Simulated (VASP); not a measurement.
# InP (rocksalt type) (Fm-3m) in VASP: a series of runs

InP (rocksalt type) is run at these levels: PBE; tasks: single point.

Everything below comes from runs of VASP 6.6.1. Logs are shortened: lines on timing, memory, paths and dates and some standing lists are left out, and cuts for length are marked.

**1. The cell of the first run**

Symmetry: Fm-3m, No. 225, cubic system. The conventional cell has a = 5.539 Å, b = 5.539 Å, c = 5.539 Å, α = 90.00°, β = 90.00°, γ = 90.00°. Within 3.7 Å of In (site symmetry m-3m) lie 6 P at 2.77 Å. Within 3.7 Å of P (site symmetry m-3m) lie 6 In at 2.77 Å.

**2. Single point, PBE**

The input, INCAR:

```
PREC = Accurate ; ENCUT = 520
EDIFF = 1E-6 ; ISMEAR = -1
SIGMA = 0.05 ; LREAL = F
LASPH = T ; NELM = 80
ALGO = Normal ; ISIF = 2
LWAVE = F ; LCHARG = F
GGA = PE ; NBANDS = 16
```

The input, KPOINTS:

```
regular mesh
0
Gamma
  13 13 13
```

The input, POSCAR:

```
InP
1.0
    0.0000000000      2.7696307384      2.7696307384
    2.7696307384      0.0000000000      2.7696307384
    2.7696307384      2.7696307384      0.0000000000
In P
1 1
Direct
    0.0000000000      0.0000000000      0.0000000000
    0.5000000000      0.5000000000      0.5000000000
```

Potentials or basis: VASP PAW PBE potentials, release 64 (In_d, P).

On the command line:

```console
> cat potpaw_PBE.64/In_d/POTCAR potpaw_PBE.64/P/POTCAR > POTCAR
> mpirun -np 1 vasp_std > vasp.out
```

OUTCAR:

```text
PREC = Accurate
   ENCUT = 520
   EDIFF = 1E-6
   ISMEAR = -1
   LREAL = F
   LASPH = T
   NELM = 80
   ISIF = 2
   GGA = PE

 ion  position               nearest neighbor table
   1  0.000  0.000  0.000-   2 2.77   2 2.77   2 2.77   2 2.77   2 2.77   2 2.77
   2  0.500  0.500  0.500-   1 2.77   1 2.77   1 2.77   1 2.77   1 2.77   1 2.77

  LATTYP: Found a face centered cubic cell.
 ALAT       =     5.5392614768

  Lattice vectors:

 A1 = (   0.0000000000,   2.7696307384,   2.7696307384)
 A2 = (   2.7696307384,   0.0000000000,   2.7696307384)
 A3 = (   2.7696307384,   2.7696307384,   0.0000000000)

Analysis of symmetry for initial positions (statically):
=====================================================================
 Subroutine PRICEL returns:
 Original cell was already a primitive cell.

 Routine SETGRP: Setting up the symmetry group for a
 face centered cubic supercell.

 Subroutine GETGRP returns: Found 48 space group operations
 (whereof 48 operations were pure point group operations)
 out of a pool of 48 trial point group operations.

The static configuration has the point symmetry O_h .

Analysis of symmetry for dynamics (positions and initial velocities):
=====================================================================
 Subroutine PRICEL returns:
 Original cell was already a primitive cell.

 Routine SETGRP: Setting up the symmetry group for a
 face centered cubic supercell.

 Subroutine GETGRP returns: Found 48 space group operations
 (whereof 48 operations were pure point group operations)
 out of a pool of 48 trial point group operations.

The dynamic configuration has the point symmetry O_h .

 Subroutine INISYM returns: Found 48 space group operations
 (whereof 48 operations are pure point group operations),
 and found     1 'primitive' translations

----------------------------------------------------------------------------------------

                                     Primitive cell

  volume of cell :      42.4909

  direct lattice vectors                    reciprocal lattice vectors
     0.000000000  2.769630738  2.769630738    -0.180529481  0.180529481  0.180529481
     2.769630738  0.000000000  2.769630738     0.180529481 -0.180529481  0.180529481
     2.769630738  2.769630738  0.000000000     0.180529481  0.180529481 -0.180529481

  length of vectors
     3.916849353  3.916849353  3.916849353     0.312686234  0.312686234  0.312686234

  position of ions in fractional coordinates (direct lattice)
     0.000000000  0.000000000  0.000000000
     0.500000000  0.500000000  0.500000000

  ion indices of the primitive-cell ions
   primitive index   ion index
                 1           1
                 2           2

----------------------------------------------------------------------------------------

 KPOINTS: regular mesh

Automatic generation of k-mesh.
 Grid dimensions read from file:
 generate k-points for:   13   13   13

 Generating k-lattice:

  Cartesian coordinates                     Fractional coordinates (reciprocal lattice)
    -0.013886883  0.013886883  0.013886883     0.076923077  0.000000000  0.000000000
     0.013886883 -0.013886883  0.013886883     0.000000000  0.076923077  0.000000000
     0.013886883  0.013886883 -0.013886883     0.000000000  0.000000000  0.076923077

  Length of vectors
     0.024052787  0.024052787  0.024052787

  Shift w.r.t. Gamma in fractional coordinates (k-lattice)
     0.000000000  0.000000000  0.000000000

 Subroutine IBZKPT returns following result:
 ===========================================

 Found     84 irreducible k-points:

 Following reciprocal coordinates:
            Coordinates               Weight
  0.000000  0.000000  0.000000      1.000000
  0.076923  0.000000  0.000000      8.000000
  0.153846  0.000000  0.000000      8.000000
  0.230769  0.000000  0.000000      8.000000
  0.307692  0.000000  0.000000      8.000000
  0.384615  0.000000  0.000000      8.000000
[... 16 lines left out ...]
  0.384615  0.153846  0.000000     24.000000
  0.461538  0.153846  0.000000     24.000000
 [... further k-points ...]
   k-points           NKPTS =     84   k-points in BZ     NKDIM =     84   number of bands    NBANDS=     16
   number of dos      NEDOS =    301   number of ions     NIONS =      2
   total plane-waves  NPLWV =  27000
   dimension x,y,z NGX =    30 NGY =   30 NGZ =   30
   dimension x,y,z NGXF=    60 NGYF=   60 NGZF=   60
   ions per type =               1   1
   NGX,Y,Z   is equivalent  to a cutoff of  12.73, 12.73, 12.73 a.u.
   NGXF,Y,Z  is equivalent  to a cutoff of  25.47, 25.47, 25.47 a.u.
 SYSTEM =  unknown system
   PREC   = accura    normal or accurate (medium, high low for compatibility)
   ISTART =      0    job   : 0-new  1-cont  2-samecut
   ICHARG =      2    charge: 1-file 2-atom 10-const
   ISPIN  =      1    spin polarized calculation?
   LNONCOLLINEAR =      F non collinear calculations
   LSORBIT =      F    spin-orbit coupling
   LASPH  =      T    aspherical Exc in radial PAW
   ENCUT  =  520.0 eV  38.22 Ry    6.18 a.u.   7.28  7.28  7.28*2*pi/ulx,y,z
   NELM   =     80;   NELMIN=  2; NELMDL= -5     # of ELM steps
   EDIFF  = 0.1E-05   stopping-criterion for ELM
   LREAL  =      F    real-space projection
   EDIFFG = 0.1E-04   stopping-criterion for IOM
   NSW    =      0    number of steps for IOM
   IBRION =     -1    ionic relax: 0-MD 1-quasi-New 2-CG
   NFREE  =      0    steps in history (QN), initial steepest desc. (CG)
   ISIF   =      2    stress and relaxation
   ISYM   =      2    0-nonsym 1-usesym 2-fastsym
   POTIM  = 0.5000    time-step for ionic-motion
   TEBEG  =    0.0;   TEEND  =   0.0 temperature during run
   PSTRESS=    0.0 pullay stress
   NELECT =      18.0000    total number of electrons
   NUPDOWN=      -1.0000    fix difference up-down
   EMIN   =  10.00;   EMAX   =-10.00  energy-range for DOS
   EFERMI =   0.00;   METHOD = LEGACY
   ISMEAR =    -1;   SIGMA  =   0.05  broadening in eV -4-tet -1-fermi 0-gaus
   EFERMI_NEDOS =   21; number of points for ismear=-14 and -15
   IALGO  =     38    algorithm
   IMIX   =      4    mixing-type and parameters
     AMIX     =   0.40;   BMIX     =  1.00
     AMIX_MAG =   1.60;   BMIX_MAG =  1.00
  volume/ion in A,a.u.               =      21.25       143.37
  Fermi-wavevector in a.u.,A,eV,Ry     =   1.229515  2.323446 20.568021  1.511707
  Thomas-Fermi vector in A             =   2.364399
   LORBIT       =      0    0 simple, 1 ext, 2 COOP (PROOUT), +10 PAW based schemes
   GGA     = PE    functional components
   LHFCALC =     F    Hartree Fock is set to
   AEXX    =    0.0000 exact exchange contribution
   IVDW    =     0    specifies the selected vdW correction
   LEPSILON=     F    determine dielectric tensor
   LRPA    =     F    only Hartree local field effects (RPA)
 non-spin polarized calculation
  energy-cutoff  :      520.00
  volume of cell :       42.49
 maximum number of plane-waves:      1163
 NGX is ok and might be reduce to    30
   NGX = 15   NGY = 15   NGZ = 15

 number of electron      18.0000009 magnetization

 Free energy of the ion-electron system (eV)
  ---------------------------------------------------
  ext. energy  EPLUGINS =         0.00000000
  ---------------------------------------------------
  free energy    TOTEN  =        -7.92064963 eV

  energy without entropy =       -7.91158007  energy(sigma->0) =       -7.91611485

 E-fermi :   7.0148     XC(G=0): -10.3925

 val. band max:        7.0094196159   @ k =  -0.4615   0.0769   0.0000
 cond. band min:       7.0185697415   @ k =  -0.3846   0.3846   0.0000
 fundamental gap:      0.0091501256
 Fermi energy:         7.0147811701

 k-point     1 :       0.0000    0.0000    0.0000
  band No.  band energies     occupation
      1      -7.1914      2.00000
      2      -7.1914      2.00000
      3      -7.1717      2.00000
      4      -7.1717      2.00000
      5      -7.1717      2.00000
      6      -4.9764      2.00000
[... 8 lines left out ...]
     15      15.4989      0.00000
     16      15.4989      0.00000

 k-point     2 :       0.0769    0.0000    0.0000
  band No.  band energies     occupation
      1      -7.1940      2.00000
      2      -7.1940      2.00000
      3      -7.1718      2.00000
      4      -7.1680      2.00000
      5      -7.1680      2.00000
      6      -4.9027      2.00000
[... 8 lines left out ...]
     15      14.9074      0.00000
     16      15.4955      0.00000

 k-point     3 :       0.1538    0.0000    0.0000
  band No.  band energies     occupation
      1      -7.2031      2.00000
      2      -7.2031      2.00000
      3      -7.1726      2.00000
      4      -7.1558      2.00000
      5      -7.1558      2.00000
      6      -4.6841      2.00000
[... 8 lines left out ...]
     15      14.9562      0.00000
     16      15.3350      0.00000

 k-point     4 :       0.2308    0.0000    0.0000
  band No.  band energies     occupation
      1      -7.2171      2.00000
      2      -7.2171      2.00000
      3      -7.1744      2.00000
      4      -7.1373      2.00000
      5      -7.1373      2.00000
      6      -4.3300      2.00000
[... 8 lines left out ...]
     15      15.5507      0.00000
     16      15.5507      0.00000
[... 324 lines left out ...]
 k-point    22 :       0.3077    0.1538    0.0000
  band No.  band energies     occupation
      1      -7.2825      2.00000
      2      -7.1939      2.00000
      3      -7.1852      2.00000
      4      -7.1283      2.00000
      5      -7.1128      2.00000
      6      -3.8933      2.00000
[... 8 lines left out ...]
     15      17.4119      0.00000
     16      17.5674      0.00000

 k-point    23 :       0.3846    0.1538    0.0000
  band No.  band energies     occupation
      1      -7.2983      2.00000
      2      -7.2080      2.00000
      3      -7.1804      2.00000
      4      -7.1202      2.00000
      5      -7.0958      2.00000
      6      -3.4022      2.00000
[... 8 lines left out ...]
     15      18.1687      0.00000
     16      18.2166      0.00000

 k-point    24 :       0.4615    0.1538    0.0000
  band No.  band energies     occupation
      1      -7.3047      2.00000
      2      -7.2219      2.00000
      3      -7.1744      2.00000
      4      -7.1140      2.00000
      5      -7.0865      2.00000
      6      -2.9140      2.00000
[... 8 lines left out ...]
     15      18.6782      0.00000
     16      19.2167      0.00000

 [... further k-points ...]
[... 5 lines left out ...]
  --------------------------------------------------------------------------------------
  -------------------------------------------------------------------------------------
  Total       -0.0120586     -0.0120586     -0.0120586     -0.0000000     -0.0000000      0.0000000
  in kB       -0.4546876     -0.4546876     -0.4546876     -0.0000000     -0.0000000      0.0000000
  external PRESSURE =      -0.4546876 kB  Pullay stress =       0.0000000 kB

 VOLUME and BASIS-vectors are now :
 -----------------------------------------------------------------------------
  energy-cutoff  :      520.00
  volume of cell :       42.49
      direct lattice vectors                 reciprocal lattice vectors
     0.000000000  2.769630738  2.769630738    -0.180529481  0.180529481  0.180529481
     2.769630738  0.000000000  2.769630738     0.180529481 -0.180529481  0.180529481
     2.769630738  2.769630738  0.000000000     0.180529481  0.180529481 -0.180529481

 POSITION                                       TOTAL-FORCE (eV/Angst)
 -----------------------------------------------------------------------------------
      0.00000      0.00000      0.00000         0.000000     -0.000000     -0.000000
      2.76963      2.76963      2.76963        -0.000000      0.000000      0.000000
 -----------------------------------------------------------------------------------
    total drift:                               -0.000000      0.000000      0.000000

  FREE ENERGIE OF THE ION-ELECTRON SYSTEM (eV)
  ---------------------------------------------------
  free  energy   TOTEN  =        -7.9206496292 eV

  energy  without entropy=       -7.9115800694  energy(sigma->0) =       -7.91611485
```

Run time: 46 s. Hardware: 1 thread of Intel Xeon 6975P-C (Granite Rapids), shared host; peak memory 0.2 GiB.

Results:

* Free energy: -7.9206 eV
* Pressure: 0.0 GPa
* Band gap on the k mesh: zero (band 9 reaches 7.32 eV, above the bottom of band 10 at 4.72 eV)

Caveat: spin-orbit coupling is left out, which moves the levels of the heavy elements.

**3. Single point, PBE**

This run uses another cell than the first one, of 18.27 Å³/atom, 0.860 times its volume.

The input, INCAR:

```
SYSTEM = InP
ALGO = Normal ; EDIFF = 1E-6
ENCUT = 520 ; GGA = PE
ISIF = 2 ; ISMEAR = -1
LASPH = .True. ; LCHARG = .True.
LELF = .True. ; LREAL = .False.
LVHAR = .True. ; LWAVE = .False.
NBANDS = 16 ; NELM = 80
PREC = Accurate ; SIGMA = 0.05
```

The input, KPOINTS:

```
k-points
0
Gamma
  14 14 14
  0 0 0
```

The input, POSCAR:

```
InP
1.0
    0.0000000000      2.6338317032      2.6338317032
    2.6338317032      0.0000000000      2.6338317032
    2.6338317032      2.6338317032      0.0000000000
In P
1 1
Direct
    0.0000000000      0.0000000000      0.0000000000
    0.5000000000      0.5000000000      0.5000000000
```

Potentials or basis: VASP PAW PBE potentials, release 64 (In_d, P).

On the command line:

```console
> cat potpaw_PBE.64/In_d/POTCAR potpaw_PBE.64/P/POTCAR > POTCAR
> mpirun -np 1 vasp_std > vasp.out
```

Wall time 42 s (1 thread of Intel Xeon 6975P-C (Granite Rapids), shared host); peak memory 0.19 GiB.

The run converged. Its results:

- Free energy: -7.6607 eV
- Pressure: 16.0 GPa
- Band gap on the k mesh: zero (band 9 reaches 9.38 eV, above the bottom of band 10 at 6.70 eV)

Levels at points of the mesh, in eV from the Fermi level:
```tsv
k point	band 7	band 8	band 9	band 10	band 11	band 12
(0.00, 0.00, 0.00)	-0.40	-0.40	-0.40	1.87	7.14	7.14
(0.50, 0.00, 0.00)	-7.47	0.22	0.22	2.57	3.37	3.37
(0.50, 0.50, 0.00)	-5.94	-2.85	-2.85	-2.31	3.54	11.23
```

Caveat: spin-orbit coupling is left out, which moves the levels of the heavy elements.
